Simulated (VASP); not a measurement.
Set up this calculation in VASP 6.6.1, as the native input.

```
Task                   : single point
Functional             : LDA
Potentials or basis    : VASP PAW LDA potentials, release 64 (Rh_pv)
Cutoff                 : 520 eV
k mesh                 : 18 × 18 × 6
Occupations            : gaussian, width 0.15 eV
Spin                   : no spin polarisation
Dipole correction      : no
Further INCAR settings : ALGO = Fast; EDIFF = 1e-06; NBANDS = 38
```

The structure of Rh lies in POSCAR:

```
Rh
1.0
    2.6086300165      0.0000000000      0.0000000000
   -1.3043150082      2.0902279086      0.0000000000
    0.0000000000      0.0000000000      9.6202383977
Rh
4
Direct
    0.0000000000      0.0000000000      0.0000000000
    0.3333333333      0.6666666667      0.2500000000
    0.0000000000      0.0000000000      0.5000000000
    0.6666666667      0.3333333333      0.7500000000
```

This cell differs from its parent crystal: strain +e along x and -e along y +0.0367, strain +e along z and -e/2 along x and y +0.1100.

These files were run (other wordings do the same):

INCAR

```
SYSTEM = Rh
PREC = Accurate ; ENCUT = 520
EDIFF = 1E-6 ; ISMEAR = 0
SIGMA = 0.15 ; LREAL = .False.
LASPH = .True. ; NELM = 100
ALGO = Fast ; ISIF = 2
LWAVE = .False. ; LCHARG = .False.
GGA = CA ; NBANDS = 38
```

KPOINTS

```
Automatic mesh
0
Gamma
  18 18 6
  0 0 0
```

Potentials or basis: VASP PAW LDA potentials, release 64 (Rh_pv).

Launch:

```bash
$ cat potpaw_LDA.64/Rh_pv/POTCAR > POTCAR
$ mpirun -np 1 vasp_std > vasp.out
```

It gave:

- Pressure: 17.3 GPa
- Largest force: 0.071 eV/Å
- Band gap on the k mesh: zero (bands 30 and 31 overlap by 3.14 eV)

Caveat: the cell differs from its parent crystal (strain +e along x and -e along y +0.0367, strain +e along z and -e/2 along x and y +0.1100); the cell stands under pressure.

Run time: 4.7 min on 1 thread of Oxide Virtual Turin-like Processor, with other jobs on the host, peak memory 0.5 GiB.
